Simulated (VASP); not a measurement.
# LaHg2 (P6/mmm) in VASP: further runs

LaHg2 is run at these levels: LDA; tasks: electric field gradients.

Program: VASP 6.6.1. These are calculated values, not measurements. Logs are shortened: lines on timing, memory, paths and dates and some standing lists are left out, and cuts for length are marked.

## Step 1: The cell of the first run

Symmetry: P6/mmm, No. 191, hexagonal system. The conventional cell has a = 5.023 Å, b = 5.023 Å, c = 3.688 Å, α = 90.00°, β = 90.00°, γ = 120.00°. La (site symmetry 6/mmm) has 12 Hg at 3.44 Å and 2 La at 3.69 Å within 4.5 Å. Hg (site symmetry -6m2) has 5 Hg at 2.90 to 3.69 Å and 6 La at 3.44 Å within 3.8 Å.

## Step 2: Electric field gradients, LDA (26.86 Å³/atom)

INCAR reads:

```
  ALGO = Normal
  EDIFF = 1E-8
  ENCUT = 520
  GGA = CA
  ISIF = 2
  ISMEAR = -1
  LASPH = True
  LCHARG = False
  LEFG = True
  LREAL = False
  LWAVE = False
  NBANDS = 24
  NELM = 80
  PREC = Accurate
  SIGMA = 0.08
```

KPOINTS reads:

```
k-points
0
Gamma
  8 8 9
```

POSCAR reads:

```
LaHg2
1.0
    5.0232425903      0.0000000000      0.0000000000
   -2.5116212952      4.3502556927      0.0000000000
    0.0000000000      0.0000000000      3.6879002299
La Hg
1 2
Direct
    0.0000000000      0.0000000000      0.0000000000
    0.3333333333      0.6666666667      0.5000000000
    0.6666666667      0.3333333333      0.5000000000
```

Potentials or basis: VASP PAW LDA potentials, release 64 (La, Hg).

Run with:

```console
$ cat potpaw_LDA.64/La/POTCAR potpaw_LDA.64/Hg/POTCAR > POTCAR
$ mpirun -np 1 vasp_std > vasp.out
```

OUTCAR:

```text
EDIFF = 1E-8
   ENCUT = 520
   GGA = CA
   ISIF = 2
   ISMEAR = -1
   LASPH = True
   LREAL = False
   NELM = 80
   PREC = Accurate

 ion  position               nearest neighbor table
   1  0.000  0.000  0.000-   2 3.44   3 3.44   2 3.44   3 3.44   3 3.44   3 3.44   2 3.44   2 3.44
                             3 3.44   3 3.44   2 3.44   2 3.44
   2  0.333  0.667  0.500-   3 2.90   3 2.90   3 2.90   1 3.44   1 3.44   1 3.44   1 3.44   1 3.44
                             1 3.44
   3  0.667  0.333  0.500-   2 2.90   2 2.90   2 2.90   1 3.44   1 3.44   1 3.44   1 3.44   1 3.44
                             1 3.44

  LATTYP: Found a hexagonal cell.
 ALAT       =     5.0232425903
 C/A-ratio  =     0.7341672562

  Lattice vectors:

 A1 = (   5.0232425903,   0.0000000000,   0.0000000000)
 A2 = (  -2.5116212952,   4.3502556927,   0.0000000000)
 A3 = (   0.0000000000,   0.0000000000,   3.6879002299)

Analysis of symmetry for initial positions (statically):
=====================================================================
 Subroutine PRICEL returns:
 Original cell was already a primitive cell.

 Routine SETGRP: Setting up the symmetry group for a
 hexagonal supercell.

 Subroutine GETGRP returns: Found 24 space group operations
 (whereof 24 operations were pure point group operations)
 out of a pool of 24 trial point group operations.

The static configuration has the point symmetry D_6h.

Analysis of symmetry for dynamics (positions and initial velocities):
=====================================================================
 Subroutine PRICEL returns:
 Original cell was already a primitive cell.

 Routine SETGRP: Setting up the symmetry group for a
 hexagonal supercell.

 Subroutine GETGRP returns: Found 24 space group operations
 (whereof 24 operations were pure point group operations)
 out of a pool of 24 trial point group operations.

The dynamic configuration has the point symmetry D_6h.

 Subroutine INISYM returns: Found 24 space group operations
 (whereof 24 operations are pure point group operations),
 and found     1 'primitive' translations

----------------------------------------------------------------------------------------

                                     Primitive cell

  volume of cell :      80.5894

  direct lattice vectors                    reciprocal lattice vectors
     5.023242590  0.000000000  0.000000000     0.199074598  0.114935773  0.000000000
    -2.511621295  4.350255693  0.000000000     0.000000000  0.229871546  0.000000000
     0.000000000  0.000000000  3.687900230     0.000000000  0.000000000  0.271157010

  length of vectors
     5.023242590  5.023242590  3.687900230     0.229871546  0.229871546  0.271157010

  position of ions in fractional coordinates (direct lattice)
     0.000000000  0.000000000  0.000000000
     0.333333333  0.666666667  0.500000000
     0.666666667  0.333333333  0.500000000

  ion indices of the primitive-cell ions
   primitive index   ion index
                 1           1
                 2           2
                 3           3

----------------------------------------------------------------------------------------

 KPOINTS: k-points

Automatic generation of k-mesh.
 Grid dimensions read from file:
 generate k-points for:    8    8    9

 Generating k-lattice:

  Cartesian coordinates                     Fractional coordinates (reciprocal lattice)
     0.024884325  0.014366972  0.000000000     0.125000000  0.000000000  0.000000000
     0.000000000  0.028733943  0.000000000     0.000000000  0.125000000  0.000000000
     0.000000000  0.000000000  0.030128557     0.000000000  0.000000000  0.111111111

  Length of vectors
     0.028733943  0.028733943  0.030128557

  Shift w.r.t. Gamma in fractional coordinates (k-lattice)
     0.000000000  0.000000000  0.000000000

 Subroutine IBZKPT returns following result:
 ===========================================

 Found     50 irreducible k-points:

 Following reciprocal coordinates:
            Coordinates               Weight
  0.000000  0.000000  0.000000      1.000000
  0.125000  0.000000  0.000000      6.000000
  0.250000  0.000000  0.000000      6.000000
  0.375000  0.000000  0.000000      6.000000
  0.500000  0.000000  0.000000      3.000000
  0.125000  0.125000  0.000000      6.000000
[... 16 lines left out ...]
  0.250000  0.000000  0.222222     12.000000
  0.375000  0.000000  0.222222     12.000000
 [... further k-points ...]
   k-points           NKPTS =     50   k-points in BZ     NKDIM =     50   number of bands    NBANDS=     24
   number of dos      NEDOS =    301   number of ions     NIONS =      3
   total plane-waves  NPLWV =  44800
   dimension x,y,z NGX =    40 NGY =   40 NGZ =   28
   dimension x,y,z NGXF=    80 NGYF=   80 NGZF=   56
   ions per type =               1   2
   NGX,Y,Z   is equivalent  to a cutoff of  13.24, 13.24, 12.62 a.u.
   NGXF,Y,Z  is equivalent  to a cutoff of  26.48, 26.48, 25.24 a.u.
 SYSTEM =  unknown system
   PREC   = accura    normal or accurate (medium, high low for compatibility)
   ISTART =      0    job   : 0-new  1-cont  2-samecut
   ICHARG =      2    charge: 1-file 2-atom 10-const
   ISPIN  =      1    spin polarized calculation?
   LNONCOLLINEAR =      F non collinear calculations
   LSORBIT =      F    spin-orbit coupling
   LASPH  =      T    aspherical Exc in radial PAW
   ENCUT  =  520.0 eV  38.22 Ry    6.18 a.u.   9.34  9.34  6.86*2*pi/ulx,y,z
   NELM   =     80;   NELMIN=  2; NELMDL= -5     # of ELM steps
   EDIFF  = 0.1E-07   stopping-criterion for ELM
   LREAL  =      F    real-space projection
   EDIFFG = 0.1E-06   stopping-criterion for IOM
   NSW    =      0    number of steps for IOM
   IBRION =     -1    ionic relax: 0-MD 1-quasi-New 2-CG
   NFREE  =      0    steps in history (QN), initial steepest desc. (CG)
   ISIF   =      2    stress and relaxation
   ISYM   =      2    0-nonsym 1-usesym 2-fastsym
   POTIM  = 0.5000    time-step for ionic-motion
   TEBEG  =    0.0;   TEEND  =   0.0 temperature during run
   PSTRESS=    0.0 pullay stress
   NELECT =      35.0000    total number of electrons
   NUPDOWN=      -1.0000    fix difference up-down
   EMIN   =  10.00;   EMAX   =-10.00  energy-range for DOS
   EFERMI =   0.00;   METHOD = LEGACY
   ISMEAR =    -1;   SIGMA  =   0.08  broadening in eV -4-tet -1-fermi 0-gaus
   EFERMI_NEDOS =   21; number of points for ismear=-14 and -15
   IALGO  =     38    algorithm
   IMIX   =      4    mixing-type and parameters
     AMIX     =   0.40;   BMIX     =  1.00
     AMIX_MAG =   1.60;   BMIX_MAG =  1.00
  volume/ion in A,a.u.               =      26.86       181.28
  Fermi-wavevector in a.u.,A,eV,Ry     =   1.239762  2.342810 20.912271  1.537009
  Thomas-Fermi vector in A             =   2.374231
   LORBIT       =      0    0 simple, 1 ext, 2 COOP (PROOUT), +10 PAW based schemes
   GGA     = CA    functional components
   LHFCALC =     F    Hartree Fock is set to
   AEXX    =    0.0000 exact exchange contribution
   IVDW    =     0    specifies the selected vdW correction
   LEPSILON=     F    determine dielectric tensor
   LRPA    =     F    only Hartree local field effects (RPA)
 non-spin polarized calculation
  energy-cutoff  :      520.00
  volume of cell :       80.59
 maximum number of plane-waves:      2197
 NGX is ok and might be reduce to    40
   NGX = 19   NGY = 19   NGZ = 13

 number of electron      34.9999998 magnetization

 Free energy of the ion-electron system (eV)
  ---------------------------------------------------
  ext. energy  EPLUGINS =         0.00000000
  ---------------------------------------------------
  free energy    TOTEN  =        -9.27907805 eV

  energy without entropy =       -9.22506628  energy(sigma->0) =       -9.25207216

 E-fermi :   5.4391     XC(G=0): -10.7601

 val. band max:        5.4281348645   @ k =   0.1250   0.0000   0.3333
 cond. band min:       5.4435223436   @ k =   0.2500   0.1250   0.3333
 fundamental gap:      0.0153874791
 Fermi energy:         5.4390638847

 k-point     1 :       0.0000    0.0000    0.0000
  band No.  band energies     occupation
      1     -27.5972      2.00000
      2     -11.3405      2.00000
      3     -11.3405      2.00000
      4     -10.9284      2.00000
      5      -2.9735      2.00000
      6      -2.1729      2.00000
[... 637 lines left out ...]
     23       6.9240      0.00000
     24       6.9625      0.00000

 [... further k-points ...]

------------------------ aborting loop because EDIFF is reached ----------------------------------------

  FORCE on cell =-STRESS in cart. coord.  units (eV):
  Direction    XX          YY          ZZ          XY          YZ          ZX
  --------------------------------------------------------------------------------------
  -------------------------------------------------------------------------------------
  Total       -2.3925461     -2.3925461     -2.4616609      0.0000000      0.0000000      0.0000000
  in kB      -47.5655793    -47.5655794    -48.9396341      0.0000000      0.0000000      0.0000000
  external PRESSURE =     -48.0235976 kB  Pullay stress =       0.0000000 kB

 VOLUME and BASIS-vectors are now :
 -----------------------------------------------------------------------------
  energy-cutoff  :      520.00
  volume of cell :       80.59
      direct lattice vectors                 reciprocal lattice vectors
     5.023242590  0.000000000  0.000000000     0.199074598  0.114935773  0.000000000
    -2.511621295  4.350255693  0.000000000     0.000000000  0.229871546  0.000000000
     0.000000000  0.000000000  3.687900230     0.000000000  0.000000000  0.271157010

 POSITION                                       TOTAL-FORCE (eV/Angst)
 -----------------------------------------------------------------------------------
      0.00000      0.00000      0.00000        -0.000000      0.000000     -0.000000
     -0.00000      2.90017      1.84395        -0.000000      0.000000     -0.000000
      2.51162      1.45009      1.84395         0.000000     -0.000000      0.000000
 -----------------------------------------------------------------------------------
    total drift:                                0.000000      0.000000      0.000000

  FREE ENERGIE OF THE ION-ELECTRON SYSTEM (eV)
  ---------------------------------------------------
  free  energy   TOTEN  =        -9.2790780486 eV

  energy  without entropy=       -9.2250662753  energy(sigma->0) =       -9.25207216

 Electric field gradients (V/A^2)
---------------------------------------------------------------------
 ion       V_xx      V_yy      V_zz      V_xy      V_xz      V_yz
---------------------------------------------------------------------
   1     -29.657   -29.657    59.314     0.000     0.000     0.000
   2    -148.074  -148.074   296.148    -0.000     0.000    -0.000
   3    -148.074  -148.074   296.148    -0.000     0.000    -0.000
---------------------------------------------------------------------

 Electric field gradients after diagonalization (V/A^2)
 (convention: |V_zz| > |V_xx| > |V_yy|)
----------------------------------------------------------------------
 ion       V_xx      V_yy      V_zz     asymmetry (V_yy - V_xx)/ V_zz
----------------------------------------------------------------------
   1     -29.657   -29.656    59.314       0.000
   2    -148.074  -148.074   296.148       0.000
   3    -148.074  -148.074   296.148       0.000
----------------------------------------------------------------------

           NMR quadrupolar parameters

 Cq : quadrupolar parameter    Cq=e*Q*V_zz/h
 eta: asymmetry parameters     (V_yy - V_xx)/ V_zz
 Q  : nuclear electric quadrupole moment in mb (millibarn)
----------------------------------------------------------------------
 ion       Cq(MHz)       eta       Q (mb)
----------------------------------------------------------------------
   1       0.143       0.000       1.000
   2       0.716       0.000       1.000
   3       0.716       0.000       1.000
----------------------------------------------------------------------
```

Run time: 1.7 min. Hardware: 1 thread of Intel Xeon Platinum 8259CL at 2.50GHz (Skylake/Cascade Lake), shared host; peak memory 0.25 GiB.

Results:

```yaml
Free_energy: -9.2791 eV
Pressure: -4.8 GPa
Band_gap_on_the_k_mesh: zero (an odd number of electrons rules out a gap without spin polarisation)
Largest_electric_field_gradient_by_atom: La +59.3; Hg +296.1 V/Å²
```

Electric field gradients, principal values (V/Å²):
```
atom     least    middle  greatest (by size)
1 La   -29.656   -29.657              59.314
2 Hg  -148.074  -148.074             296.148
3 Hg  -148.074  -148.074             296.148
```

Caveat: the cell stands under tension; without QUAD_EFG the Cq values of the log hold for a quadrupole moment of 1 mb, not for the nuclei; spin-orbit coupling is left out, which moves the levels of the heavy elements.

[end of part 1 of 3]
